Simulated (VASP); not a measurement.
Input of a VASP 6.6.1 run:

INCAR

```
SYSTEM = C
ALGO = Normal
EDIFF = 1E-7
ENCUT = 520
GGA = PS
ISIF = 2
ISMEAR = 0
LASPH = .True.
LCHARG = .False.
LREAL = .False.
LWAVE = .False.
NBANDS = 16
NELM = 60
PREC = Accurate
SIGMA = 0.1
```

File KPOINTS:

```
k-points
0
Gamma
  18 18 6
  0 0 0
```

Contents of POSCAR:

```
C
1.0
    1.2295806095     -2.1291858031      0.0000000000
    1.2295806095      2.1291858031      0.0000000000
    0.0000000000      0.0000000000      7.3232423788
C
4
Direct
    0.0833205451      0.9166794549      0.7500305808
    0.5833205451      0.4166794549      0.2499694192
    0.9166794549      0.0833205451      0.2499694192
    0.4166794549      0.5833205451      0.7500305808
```

Potentials or basis: VASP PAW PBE potentials, release 64 (C).

Run with:

```bash
$ cat potpaw_PBE.64/C/POTCAR > POTCAR
$ mpirun -np 1 vasp_std > vasp.out
```

Q: Estimate the pressure.

A: 0.6 GPa.

Q: Predict the band gap on the k mesh.

A: Zero (filled and empty bands touch).

Stress tensor (GPa, compression positive):
```
 0.96  0.00  0.00
 0.00  0.96  0.00
 0.00  0.00 -0.02
```

Caveat: the PAW data sets were made with another functional, which shifts forces and pressure a little.
